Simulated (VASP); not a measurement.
A run of VASP 6.6.1 is set up as follows.

The input POSCAR:

```
AlN
1.0
    2.8328531146      0.0000000000      0.0000000000
   -1.4164265573      2.4533227624      0.0000000000
    0.0000000000      0.0000000000      4.8410108389
Al N
2 2
Direct
    0.0000000000      0.0000000000      0.0000000000
    0.0000000000      0.0000000000      0.5000000000
    0.3333333333      0.6666666667      0.2500000000
    0.6666666667      0.3333333333      0.7500000000
```

INCAR.step1

```
SYSTEM = AlN
PREC = Accurate
ENCUT = 520
EDIFF = 1E-5
ISMEAR = 0
SIGMA = 0.01
LREAL = .False.
LASPH = .True.
NELM = 60
ALGO = Normal
ISIF = 2
LWAVE = .True.
NBANDS = 16
GGA = PE
```

Contents of INCAR.step2:

```
SYSTEM = AlN
PREC = Accurate
ENCUT = 520
EDIFF = 1E-6
ISMEAR = 0
SIGMA = 0.01
LREAL = .False.
LASPH = .True.
NELM = 60
ALGO = Normal
ISIF = 2
LWAVE = .False.
LCHARG = .True.
GGA = PE
LHFCALC = .True.
HFSCREEN = 0.2079
PRECFOCK = Normal
LELF = .True.
LVHAR = .True.
NBANDS = 16
ISTART = 1
```

The input KPOINTS:

```
Automatic mesh
0
Gamma
  6 6 4
  0 0 0
```

Potentials or basis: VASP PAW PBE potentials, release 64 (Al, N).

Launch:

```bash
$ cat potpaw_PBE.64/Al/POTCAR potpaw_PBE.64/N/POTCAR > POTCAR
$ cp INCAR.step1 INCAR
$ mpirun -np 1 vasp_std > vasp.out
$ cp INCAR.step2 INCAR
$ mpirun -np 1 vasp_std > vasp.out
```

Estimate the band gap on the k mesh.

6.37 eV, indirect (least direct gap 6.68 eV).

What does it give for the pressure?

-1.7 GPa.

Stress tensor (GPa, compression positive):
```
-1.93  0.00  0.00
 0.00 -1.93  0.00
 0.00  0.00 -1.14
```

Caveat: the k points lie up to 0.43 Å⁻¹ apart; the PAW data sets were made with another functional, which shifts forces and pressure a little. A k mesh can miss the band edges.
